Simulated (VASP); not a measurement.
**AlN: relaxation of shape and atoms at fixed volume with PBE**

AlN:

```
Al N
1.0
     3.08890    0.00000    0.00000
    -1.54445    2.67506    0.00000
     0.00000    0.00000    4.94714
Al N
2 2
Direct
  0.33333 0.66667 0.00163
  0.66667 0.33333 0.50163
  0.33333 0.66667 0.38337
  0.66667 0.33333 0.88337
```

| Property | Result |
| --- | --- |
| Program | VASP 6.6.1 |
| Task | relaxation of shape and atoms at fixed volume |
| Functional | PBE |
| Potentials or basis | VASP PAW PBE potentials, release 64 (Al, N) |
| Cutoff | 600 eV |
| k mesh | 12 × 12 × 8 |
| Occupations | gaussian, width 0.05 eV |
| Spin | no spin polarisation |
| Dipole correction | no |
| Further INCAR settings | ALGO = Normal; EDIFF = 1e-06; IBRION = 2; EDIFFG = -0.01; NSW = 60; ISIF = 4 |

| Quantity | Value |
| --- | --- |
| Energy gained by relaxing | 0.0 meV/atom |
| Ionic steps | 2 |
| Pressure after relaxing | 8.1 GPa |
| Largest force after relaxing | 0.007 eV/Å |
| Band gap on the k mesh | 4.39 eV |

Forces on the atoms (eV/Å):
```
Al   0.000  0.000 -0.007
Al   0.000  0.000 -0.007
N    0.000  0.000  0.007
N    0.000  0.000  0.007
```

Stress tensor (GPa, compression positive):
```
8.19 0.00 0.00
0.00 8.19 0.00
0.00 0.00 8.07
```

Final structure:
```
CELL_PARAMETERS angstrom
3.08978 0.00000 0.00000
-1.54489 2.67583 0.00000
0.00000 0.00000 4.94430
ATOMIC_POSITIONS crystal
Al 0.33333 0.66667 0.00149
Al 0.66667 0.33333 0.50149
N 0.33333 0.66667 0.38351
N 0.66667 0.33333 0.88351
```

Levels at points of the mesh, in eV from the valence-band top:
| k point | band 4 | band 5 | band 6 | band 7 | band 8 | band 9 | band 10 | band 11 | band 12 |
| --- | --- | --- | --- | --- | --- | --- | --- | --- | --- |
| (0.00, 0.00, 0.00) | -0.89 | -0.89 | -0.23 | -0.23 | 0.00 | 4.39 | 6.84 | 10.79 | 11.29 |
| (0.50, 0.00, 0.00) | -4.22 | -3.40 | -2.13 | -1.81 | -0.71 | 5.85 | 5.88 | 8.36 | 10.43 |
| (0.00, 0.00, 0.50) | -3.37 | -0.57 | -0.57 | -0.57 | -0.57 | 6.65 | 6.65 | 10.50 | 10.50 |
| (0.50, 0.00, 0.50) | -5.69 | -1.50 | -1.50 | -1.39 | -1.39 | 5.38 | 5.38 | 9.38 | 9.38 |

It took 110 s on 1 thread of Intel Xeon 8259CL, with other jobs on the host, peak memory 0.21 GiB.

A k mesh can miss the band edges. A hybrid or GW would open this gap; PBE tends to underestimate it.
